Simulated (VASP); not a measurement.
Set up this calculation in VASP 6.6.1, as the native input.

```
Task                   : single point
Functional             : r2SCAN
Potentials or basis    : VASP PAW PBE potentials, release 64 (Mg, S)
Cutoff                 : 520 eV
k mesh                 : 8 × 8 × 8
Occupations            : gaussian, width 0.01 eV
Spin                   : no spin polarisation
Dipole correction      : no
Further INCAR settings : ALGO = Normal; EDIFF = 1e-07; NBANDS = 11
```

Crystal: MgS.

```
CELL_PARAMETERS angstrom
-0.01415 2.83088 2.83088
2.83088 -0.01415 2.83088
2.81672 2.81672 0.00000
ATOMIC_POSITIONS crystal
Mg 0.99908 0.99908 0.00092
S 0.25092 0.25092 0.24908
```

This cell differs from its parent crystal: shear xy strain -1.0%.

One way to write it, as run:

POSCAR

```
MgS
1.0
   -0.0141543842      2.8308768404      2.8308768404
    2.8308768404     -0.0141543842      2.8308768404
    2.8167224562      2.8167224562      0.0000000000
Mg S
1 1
Direct
   -0.0009195632     -0.0009195632      0.0009195632
    0.2509195632      0.2509195632      0.2490804368
```

INCAR.step1

```
PREC = Accurate
ENCUT = 520
ISMEAR = 0
SIGMA = 0.01
LREAL = False
LASPH = True
NELM = 60
NBANDS = 11
GGA = PE
ALGO = Normal
EDIFF = 1E-4
LWAVE = True
LCHARG = False
```

INCAR.step2

```
PREC = Accurate
ENCUT = 520
EDIFF = 1E-7
ISMEAR = 0
SIGMA = 0.01
LREAL = False
LASPH = True
NELM = 60
ALGO = Normal
ISIF = 2
LWAVE = False
LCHARG = True
METAGGA = R2SCAN
LMIXTAU = True
LELF = True
LVHAR = True
NBANDS = 11
ISTART = 1
```

KPOINTS

```
Automatic mesh
0
Gamma
  8 8 8
```

Potentials or basis: VASP PAW PBE potentials, release 64 (Mg, S).

Run with:

```sh
$ cat potpaw_PBE.64/Mg/POTCAR potpaw_PBE.64/S/POTCAR > POTCAR
$ cp INCAR.step1 INCAR
$ mpirun -np 1 vasp_std > vasp.out
$ cp INCAR.step2 INCAR
$ mpirun -np 1 vasp_std > vasp.out
```

Results of the run:

The pressure is -0.3 GPa and the band gap on the k mesh is 4.10 eV, direct.

Caveat: the cell differs from its parent crystal (shear xy strain -1.0%); the PAW data sets were made with another functional, which shifts forces and pressure a little.

It took 3 min on 1 thread of Intel Xeon 6975P-C (shared host), peak memory 0.2 GiB.
